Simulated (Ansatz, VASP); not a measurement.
## MnPt2 in VASP and in Ansatz

```
Pt Mn
1.0
     2.89602    0.00000    0.00000
    -1.44801    2.50803    0.00000
     0.00000    0.00000    6.61847
Pt Mn
2 1
Direct
  0.66667 0.33333 0.31621
  0.33333 0.66667 0.68379
  0.00000 0.00000 0.00000
```

Alike in both runs: task single point; functional PBEsol; k mesh 11 × 11 × 4; occupations fermi-dirac, width 0.05 eV; collinear spin.

```csv
,VASP,Ansatz
version,VASP 6.6.1,Ansatz 0.2.0
potentials or method,"VASP PAW PBE potentials, release 64 (Pt, Mn_pv)",Ansatz PAW
plane-wave cutoff (eV),520,420
valence electrons in the cell,33,51
```

VASP gave:

| Item | Value |
| --- | --- |
| gap on the k mesh at the Fermi level (eV) | none |
| pressure (GPa) | -15.1 |
| traceless stress, the component that is largest in VASP (GPa) | 1.19 |
| rms of the force components (eV/Å) | 0.019 |
| net moment per atom (μB) | 1.54 |
| size of the moment on the site where the two differ most (μB) | 3.83 |

Task: Estimate Ansatz's values.

Result: gap on the k mesh at the Fermi level (eV): none; pressure (GPa): -14.9; traceless stress, the component that is largest in VASP (GPa): 1.10; rms of the force components (eV/Å): 0.024; net moment per atom (μB): 1.54; size of the moment on the site where the two differ most (μB): 3.82.

VASP's potentials were made for PBE, not for PBEsol. Site moments also hang on the region over which each program counts them. Atom by atom the forces differ by 0.005 eV/Å (rms over components). A gap of «none» marks a metal or a gap that the smearing closes. VASP's potentials hold 33 valence electrons a cell and Ansatz's 51, so a difference there can come from the potentials and not from the codes.

Spin-orbit coupling is off throughout.
